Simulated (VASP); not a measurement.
**AlN: single point with PBEsol**

The system is AlN.

```xyz
4
Lattice="3.2816 0.0000 0.0000 -1.6408 2.8419 0.0000 0.0000 0.0000 3.9744" Properties=species:S:1:pos:R:3 pbc="T T T"
Al    0.0000    1.8946    2.9808
Al    1.6408    0.9473    0.9936
N     0.0000    1.8946    0.9936
N     1.6408    0.9473    2.9808
```

```
Program             : VASP 6.6.1
Task                : single point
Functional          : PBEsol
Potentials or basis : VASP PAW PBE potentials, release 64 (Al, N)
Cutoff              : 520 eV
k mesh              : 9 × 9 × 6
Occupations         : gaussian, width 0.05 eV
Spin                : no spin polarisation
```

```
Pressure               : 12.3 GPa
Band gap on the k mesh : 3.79 eV
```

Stress tensor (GPa, compression positive):
```
 9.56  0.00  0.00
 0.00  9.56  0.00
 0.00  0.00 17.81
```

Levels at points of the mesh, in eV from the valence-band top:
```tsv
k point	band 5	band 6	band 7	band 8	band 9	band 10	band 11	band 12
(0.00, 0.00, 0.00)	-3.46	-1.50	-1.50	0.00	3.79	4.94	8.46	8.46
(0.00, 0.00, 0.50)	-2.53	-2.53	-2.53	-2.53	6.11	6.11	8.52	8.52
```

It took 17 s on 1 thread of AMD EPYC 7R13 Processor (Zen 3), with other jobs on the host, peak memory 0.12 GiB.

Caveat: the cell stands under pressure; the PAW data sets were made with another functional, which shifts forces and pressure a little; an odd mesh through Γ misses points on the zone boundary, where band edges can lie.
